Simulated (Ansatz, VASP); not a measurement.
**ScAl3 in VASP and in Ansatz**

Contents of POSCAR:

```
ScAl3
1.0
   -2.0127950000      2.0127950000      4.4231960000
    2.0127950000     -2.0127950000      4.4231960000
    2.0127950000      2.0127950000     -4.4231960000
Sc Al
1 3
Direct
    0.0000000000      0.0000000000      0.0000000000
    0.7500000000      0.2500000000      0.5000000000
    0.2500000000      0.7500000000      0.5000000000
    0.5000000000      0.5000000000      0.0000000000
```

The input INCAR.step1:

```
SYSTEM = ScAl3
  PREC = Accurate
  ENCUT = 520
  ISMEAR = 0
  SIGMA = 0.1
  LREAL = .FALSE.
  LASPH = .TRUE.
  NELM = 100
  NBANDS = 18
  GGA = PE
  ALGO = Normal
  EDIFF = 1E-4
  LWAVE = .TRUE.
  LCHARG = .FALSE.
```

INCAR.step2

```
SYSTEM = ScAl3
  PREC = Accurate
  ENCUT = 520
  EDIFF = 1E-6
  ISMEAR = 0
  SIGMA = 0.1
  LREAL = .FALSE.
  LASPH = .TRUE.
  NELM = 100
  ALGO = Normal
  ISIF = 2
  LWAVE = .FALSE.
  LCHARG = .FALSE.
  METAGGA = R2SCAN
  LMIXTAU = .TRUE.
  NBANDS = 18
  ISTART = 1
```

The input KPOINTS:

```
regular mesh
0
G
  6 6 6
  0 0 0
```

Input for Ansatz:

```yaml
crystal:
  lattice:
    - [-2.012795, 2.012795, 4.423196]
    - [2.012795, -2.012795, 4.423196]
    - [2.012795, 2.012795, -4.423196]
  atoms:
    - { symbol: Sc, position: [0.0, 0.0, 0.0] }
    - { symbol: Al, position: [0.75, 0.25, 0.5] }
    - { symbol: Al, position: [0.25, 0.75, 0.5] }
    - { symbol: Al, position: [0.5, 0.5, 0.0] }
basis:
  ecutwfc: 500
kpoints:
  mp_grid: { grid: [6, 6, 6] }
hamiltonian:
  xc: r2scan
scf:
  occupations: { method: gaussian, width: 0.1 }
output:
  forces: true
  stress: true
  eigenvalues: true
```

Alike in both runs: task single point; functional r2SCAN; k mesh 6 × 6 × 6; occupations gaussian, width 0.1 eV; no spin polarisation.

|  | VASP | Ansatz |
| --- | --- | --- |
| version | VASP 6.6.1 | Ansatz 0.2.0 |
| potentials or method | VASP PAW PBE potentials, release 64 (Sc_sv, Al), cutoff 520 eV | scalar-relativistic, plane waves, PAW |
| valence electrons in the cell | 20 | 20 |

VASP gave:

| Property | Result |
| --- | --- |
| gap on the k mesh at the Fermi level (eV) | none |
| pressure (GPa) | -1.8 |
| traceless stress, the component that is largest in VASP (GPa) | -1.64 |

Estimate Ansatz's values.

gap on the k mesh at the Fermi level (eV): none; pressure (GPa): -1.8; traceless stress, the component that is largest in VASP (GPa): -1.63.

VASP's potentials were made for PBE, not for r2SCAN. A gap of «none» marks a metal or a gap that the smearing closes. The functional is the same, so the differences come from potentials, cutoffs and numerics.

The k mesh is coarse, so the values compare programs but aren't converged.
